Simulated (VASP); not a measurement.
Here is a VASP 6.6.1 calculation.

File POSCAR:

```
MgO2
1.0
    1.5405705754      0.8894488364      3.3542197199
   -1.5405705754      0.8894488364      3.3542197199
    0.0000000000     -1.7788976728      3.3542197199
Mg O
1 2
Direct
    0.0000000000      0.0000000000      0.0000000000
    0.4287860000      0.4287860000      0.4287860000
    0.5712140000      0.5712140000      0.5712140000
```

File INCAR.step1:

```
PREC     = Accurate       # precision mode
ENCUT    = 920            # plane-wave cutoff, eV
ISMEAR   = 0              # smearing method
SIGMA    = 0.05           # smearing width, eV
LREAL    = F              # projectors in reciprocal space
LASPH    = T              # aspherical terms in the spheres
NELM     = 120            # most SCF steps
NBANDS   = 18             # bands
GGA      = PE             # functional
ALGO     = Normal         # electronic algorithm
EDIFF    = 1E-5           # SCF threshold, eV
LWAVE    = T              # write WAVECAR
LCHARG   = F              # write CHGCAR
GGA_COMPAT= F
```

File INCAR.step2:

```
PREC     = Accurate       # precision mode
ENCUT    = 920            # plane-wave cutoff, eV
EDIFF    = 1E-6           # SCF threshold, eV
ISMEAR   = 0              # smearing method
SIGMA    = 0.05           # smearing width, eV
LREAL    = F              # projectors in reciprocal space
LASPH    = T              # aspherical terms in the spheres
NELM     = 120            # most SCF steps
ALGO     = Normal         # electronic algorithm
ISIF     = 2              # what is computed and relaxed
LWAVE    = F              # write WAVECAR
LCHARG   = F              # write CHGCAR
METAGGA  = R2SCAN         # meta-GGA
LMIXTAU  = T            
NBANDS   = 18             # bands
ISTART   = 1            
GGA_COMPAT= F
```

KPOINTS

```
Automatic mesh
0
Gamma
  12 12 12
```

Potentials or basis: VASP PAW PBE potentials, release 64 (Mg_sv, O).

Run with:

```sh
$ cat potpaw_PBE.64/Mg_sv/POTCAR potpaw_PBE.64/O/POTCAR > POTCAR
$ cp INCAR.step1 INCAR
$ mpirun -np 1 vasp_std > vasp.out
$ cp INCAR.step2 INCAR
$ mpirun -np 1 vasp_std > vasp.out
```

Problem. Estimate the largest force.

Solution. 0.679 eV/Å.

Problem. Estimate the pressure.

Solution. 15.3 GPa.

Problem. Predict the band gap on the k mesh.

Solution. 3.74 eV.

Stress tensor (GPa, compression positive):
```
11.01  0.00  0.00
 0.00 11.01  0.00
 0.00  0.00 24.01
```

Caveat: the cell differs from its parent crystal (strain -0.040 along x and y, -0.040 along z); the stress differs along the axes, from 11 to 24 GPa; the PAW data sets were made with another functional, which shifts forces and pressure a little. A k mesh can miss the band edges.
